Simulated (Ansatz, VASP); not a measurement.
# Sb in VASP and in Ansatz

```
Sb
1.0
     2.28447    1.31894    4.13587
    -2.28447    1.31894    4.13587
     0.00000   -2.63788    4.13587
Sb
2
Direct
  0.23034 0.23034 0.23034
  0.76966 0.76966 0.76966
```

Alike in both runs: task single point; functional RPBE; k mesh 14 × 14 × 14; occupations fermi-dirac, width 0.1 eV; no spin polarisation.

```csv
,VASP,Ansatz
version,VASP 6.6.1,Ansatz 0.2.0
potentials or method,"VASP PAW PBE potentials, release 64 (Sb), cutoff 520 eV","plane waves (420 eV) with PAW, scalar-relativistic"
valence electrons in the cell,10,30
```

Ansatz gave:

```
pressure (GPa)                                                : -3.8
traceless stress, the component that is largest in VASP (GPa) : 0.81
```

Question: What did VASP give for the same quantities?

Answer: Pressure (GPa): -3.9; traceless stress, the component that is largest in VASP (GPa): 0.80.

VASP's potentials were made for PBE, not for RPBE. VASP's potentials hold 10 valence electrons a cell and Ansatz's 30, so a difference there can come from the potentials and not from the codes.

Neither program's run includes spin-orbit coupling.
